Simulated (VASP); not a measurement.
# P in VASP: further runs, part 2 of 2

VASP 6.6.1. Earlier steps stand in the parts before.

**3. Single point, PBE**

This run uses another cell than the first one: it holds 3 atoms, not 6.

The input, INCAR:

```
PREC = Accurate
ENCUT = 520
EDIFF = 1E-6
ISMEAR = 0
SIGMA = 0.1
LREAL = False
LASPH = True
NELM = 100
ALGO = Normal
ISIF = 2
LWAVE = False
LCHARG = False
GGA = PE
NBANDS = 14
```

The input, KPOINTS:

```
Automatic mesh
0
Gamma
  18 14 8
```

The input, POSCAR:

```
P
1.0
    2.4008204278      0.0000000000      0.0000000000
    0.0000000000      3.5911558790      0.0000000000
    0.0000000000      0.0000000000      5.6010714658
P
3
Direct
    0.5000000000      0.5000000000      0.7918133422
    0.5000000000      0.5000000000      0.2081866578
    0.5000000000      0.0000000000      0.5000000000
```

Potentials or basis: VASP PAW PBE potentials, release 64 (P).

Command:

```bash
> cat potpaw_PBE.64/P/POTCAR > POTCAR
> mpirun -np 1 vasp_std > vasp.out
```

Wall time 2.1 min (1 thread of Oxide Virtual Turin-like, shared host); peak memory 0.27 GiB.

The run converged. Its results:

```yaml
Free_energy: -15.5250 eV
Pressure: -0.2 GPa
```

Forces on the atoms (eV/Å):
```
P    0.000  0.000  0.002
P    0.000  0.000 -0.002
P    0.000  0.000  0.000
```

Stress tensor (GPa, compression positive):
```
-0.31  0.00  0.00
 0.00 -0.17  0.00
 0.00  0.00 -0.25
```

Levels at points of the mesh, in eV from the Fermi level:
| k point | band 4 | band 5 | band 6 | band 7 | band 8 | band 9 | band 10 | band 11 | band 12 | band 13 |
| --- | --- | --- | --- | --- | --- | --- | --- | --- | --- | --- |
| (0.00, 0.00, 0.00) | -5.60 | -3.92 | -1.71 | -1.68 | 0.44 | 2.37 | 3.02 | 5.73 | 6.10 | 8.68 |
| (0.50, 0.00, 0.00) | -7.11 | -5.24 | -4.66 | -2.25 | 1.03 | 1.52 | 2.87 | 3.82 | 4.33 | 4.34 |
| (0.00, 0.50, 0.00) | -8.51 | -7.06 | -4.23 | 2.08 | 2.60 | 4.59 | 6.78 | 7.09 | 7.68 | 9.12 |
| (0.50, 0.50, 0.00) | -6.30 | -6.04 | -4.96 | -4.64 | -3.49 | 0.23 | 1.27 | 2.65 | 4.21 | 5.72 |
| (0.00, 0.00, 0.50) | -6.37 | -5.26 | -3.18 | -1.05 | 0.05 | 3.41 | 6.20 | 6.25 | 6.45 | 6.49 |
| (0.50, 0.00, 0.50) | -7.11 | -3.03 | -2.85 | -2.23 | -1.96 | 0.22 | 3.02 | 3.67 | 4.71 | 4.79 |
| (0.00, 0.50, 0.50) | -7.92 | -4.72 | -4.01 | -1.10 | 0.01 | 6.97 | 7.44 | 7.69 | 8.43 | 9.04 |
| (0.50, 0.50, 0.50) | -6.57 | -6.27 | -5.56 | -4.17 | -1.31 | 0.82 | 1.50 | 3.28 | 3.72 | 4.20 |

**4. Relaxation of cell and atoms, PBE**

This run uses another cell than the first one: it holds 3 atoms, not 6.

The input, INCAR:

```
ALGO = Normal
EDIFF = 1E-6
EDIFFG = -0.01
ENCUT = 600
GGA = PE
IBRION = 2
ISIF = 3
ISMEAR = 0
LASPH = T
LCHARG = F
LREAL = F
LWAVE = F
NELM = 100
NSW = 100
PREC = Accurate
SIGMA = 0.1
```

The input, KPOINTS:

```
k-points
0
Gamma
  18 14 8
```

The input, POSCAR:

```
P
1.0
    2.4280701904      0.0000000000      0.0000000000
    0.0000000000      3.5414433147      0.0000000000
    0.0000000000      0.0000000000      5.5734182207
P
3
Direct
    0.5000000000      0.5000000000      0.7980380760
    0.5000000000      0.5000000000      0.2019619240
    0.5000000000      0.0000000000      0.5000000000
```

Potentials or basis: VASP PAW PBE potentials, release 64 (P).

Command:

```bash
> cat potpaw_PBE.64/P/POTCAR > POTCAR
> mpirun -np 1 vasp_std > vasp.out
```

OUTCAR:

```text
EDIFF = 1E-6
   EDIFFG = -0.01
   ENCUT = 600
   GGA = PE
   IBRION = 2
   ISIF = 3
   ISMEAR = 0
   LASPH = T
   LREAL = F
   NELM = 100
   NSW = 100
   PREC = Accurate

 ion  position               nearest neighbor table
   1  0.500  0.500  0.798-   2 2.25   3 2.43   3 2.43
   2  0.500  0.500  0.202-   1 2.25   3 2.43   3 2.43
   3  0.500  0.000  0.500-   1 2.43   2 2.43   1 2.43   2 2.43

  LATTYP: Found a simple orthorhombic cell.
 ALAT       =     2.4280701904
 B/A-ratio  =     1.4585423966
 C/A-ratio  =     2.2954106692

  Lattice vectors:

 A1 = (   2.4280701904,   0.0000000000,   0.0000000000)
 A2 = (   0.0000000000,   3.5414433147,   0.0000000000)
 A3 = (   0.0000000000,   0.0000000000,   5.5734182207)

Analysis of symmetry for initial positions (statically):
=====================================================================
 Subroutine PRICEL returns:
 Original cell was already a primitive cell.

 Routine SETGRP: Setting up the symmetry group for a
 simple orthorhombic supercell.

 Subroutine GETGRP returns: Found  8 space group operations
 (whereof  8 operations were pure point group operations)
 out of a pool of  8 trial point group operations.

The static configuration has the point symmetry D_2h.

Analysis of symmetry for dynamics (positions and initial velocities):
=====================================================================
 Subroutine PRICEL returns:
 Original cell was already a primitive cell.

 Routine SETGRP: Setting up the symmetry group for a
 simple orthorhombic supercell.

 Subroutine GETGRP returns: Found  8 space group operations
 (whereof  8 operations were pure point group operations)
 out of a pool of  8 trial point group operations.

The dynamic configuration has the point symmetry D_2h.

 Subroutine INISYM returns: Found  8 space group operations
 (whereof  8 operations are pure point group operations),
 and found     1 'primitive' translations

----------------------------------------------------------------------------------------

                                     Primitive cell
[... 136 lines left out ...]

 Free energy of the ion-electron system (eV)
  ---------------------------------------------------
  ext. energy  EPLUGINS =         0.00000000
  ---------------------------------------------------
  free energy    TOTEN  =       -15.51065586 eV

  energy without entropy =      -15.50498591  energy(sigma->0) =      -15.50782089

------------------------ aborting loop because EDIFF is reached ----------------------------------------

  FORCE on cell =-STRESS in cart. coord.  units (eV):
  Direction    XX          YY          ZZ          XY          YZ          ZX
  --------------------------------------------------------------------------------------
  -------------------------------------------------------------------------------------
  Total       -0.4816623      0.1681087      0.4106966      0.0000000      0.0000000      0.0000000
  in kB      -16.1023788      5.6200173     13.7299375      0.0000000      0.0000000      0.0000000
  external PRESSURE =       1.0825254 kB  Pullay stress =       0.0000000 kB
[... 283 lines left out ...]
--------------------------------------- Ionic step        9  -------------------------------------------

 number of electron      15.0000000 magnetization

 Free energy of the ion-electron system (eV)
  ---------------------------------------------------
  ext. energy  EPLUGINS =         0.00000000
  ---------------------------------------------------
  free energy    TOTEN  =       -15.52551180 eV

  energy without entropy =      -15.52046346  energy(sigma->0) =      -15.52298763

 E-fermi :   8.5397     XC(G=0): -10.6813

 val. band max:        8.5395197942   @ k =   0.5000   0.1429   0.0000
 cond. band min:       8.5434726722   @ k =   0.0000   0.5000   0.5000
 fundamental gap:      0.0039528780
 Fermi energy:         8.5396774523

 k-point     1 :       0.0000    0.0000    0.0000
  band No.  band energies     occupation
      1      -7.8727      2.00000
      2      -3.8059      2.00000
      3      -3.2355      2.00000
      4       2.9204      2.00000
      5       4.6124      2.00000
      6       6.8224      2.00000
      7       6.8618      2.00000
      8       8.9731      0.00000
      9      10.9038      0.00000
     10      11.5607      0.00000
     11      14.2910      0.00000
[... 309 lines left out ...]
 k-point    24 :       0.1667    0.1429    0.0000
  band No.  band energies     occupation
      1      -7.0175      2.00000
      2      -2.9923      2.00000
      3      -2.6895      2.00000
      4       2.1326      2.00000
      5       5.2836      2.00000
      6       6.3187      2.00000
      7       8.6631      0.08081
      8       9.0281      0.00000
      9       9.2483      0.00000
     10      12.2001      0.00000
     11      12.6780      0.00000

 [... further k-points ...]

------------------------ aborting loop because EDIFF is reached ----------------------------------------

  FORCE on cell =-STRESS in cart. coord.  units (eV):
  Direction    XX          YY          ZZ          XY          YZ          ZX
  --------------------------------------------------------------------------------------
  -------------------------------------------------------------------------------------
  Total       -0.0098791     -0.0038520     -0.0089918     -0.0000000      0.0000000      0.0000000
  in kB       -0.3284962     -0.1280858     -0.2989917     -0.0000000      0.0000000      0.0000000
  external PRESSURE =      -0.2518579 kB  Pullay stress =       0.0000000 kB
[... 18 lines left out ...]
  FREE ENERGIE OF THE ION-ELECTRON SYSTEM (eV)
  ---------------------------------------------------
  free  energy   TOTEN  =       -15.5255117990 eV

  energy  without entropy=      -15.5204634612  energy(sigma->0) =      -15.52298763

 reached required accuracy - stopping structural energy minimisation
```

CONTCAR:

```text
P
   1.00000000000000
     2.3987664910868234    0.0000000000000000    0.0000000000000000
     0.0000000000000000    3.5894658398774189    0.0000000000000000
     0.0000000000000000    0.0000000000000000    5.5960103533930283
  P
     3
Direct
     0.5000000000000000    0.5000000000000000    0.7918507809885604
     0.5000000000000000    0.5000000000000000    0.2081492190114396
     0.5000000000000000    0.0000000000000000    0.5000000000000000

  0.00000000E+00  0.00000000E+00  0.00000000E+00
  0.00000000E+00  0.00000000E+00  0.00000000E+00
  0.00000000E+00  0.00000000E+00  0.00000000E+00
```

Run time: 10 min. Hardware: 1 thread of Oxide Virtual Turin-like, shared host; peak memory 0.3 GiB.

What came out:

```yaml
Free_energy: -15.5255 eV
Relaxed_volume: 16.06 Å³/atom
Relaxed_cell: a = 2.399 Å, b = 3.589 Å, c = 5.596 Å, α = 90.00°, β = 90.00°, γ = 90.00°
Space_group_after_relaxing_to_0.05_Å: Pmmm (No. 47)
Energy_gained_by_relaxing: 5.0 meV/atom
Ionic_steps: 9
Pressure_after_relaxing: 0.0 GPa
```

Step by step:
```tsv
step	energy change (eV)	largest force (eV/Å)	pressure (GPa)	volume (Å³)
1	0.0000	0.2962	0.11	47.93
2	-0.0110	0.1399	0.02	48.00
3	-0.0131	0.0701	0.03	48.04
4	-0.0131	0.0670	0.03	48.04
5	-0.0142	0.0247	0.03	48.07
6	-0.0144	0.0048	0.03	48.09
7	-0.0148	0.0032	0.03	48.14
8	-0.0148	0.0024	0.02	48.15
9	-0.0149	0.0019	-0.03	48.18
```

Final structure:
```
CELL_PARAMETERS angstrom
2.39877 0.00000 0.00000
0.00000 3.58947 0.00000
0.00000 0.00000 5.59601
ATOMIC_POSITIONS crystal
P 0.50000 0.50000 0.79185
P 0.50000 0.50000 0.20815
P 0.50000 0.00000 0.50000
```

**5. Summary**

| task | cell | k mesh | cutoff (eV) | gap on the mesh (eV) | pressure (GPa) |
| --- | --- | --- | --- | --- | --- |
| single point | a = 6.079, b = 6.079, c = 3.541 Å, angles 90.0, 90.0, 132.9°, 6 atoms | 4 × 4 × 6 | 520 | none | -0.4 |
| single point | a = 2.401, b = 3.591, c = 5.601 Å, 3 atoms | 18 × 14 × 8 | 520 | none | -0.2 |
| relaxation of cell and atoms | relaxed from a = 2.428, b = 3.541, c = 5.573 Å, 3 atoms | 18 × 14 × 8 | 600 | none | 0.0 |

Alike in all rows: level PBE; potentials or basis VASP PAW PBE potentials, release 64 (P); no spin polarisation; smearing gaussian 0.1 eV.

Total energies depend on the potentials used, so only differences within one code and one set of settings carry meaning.
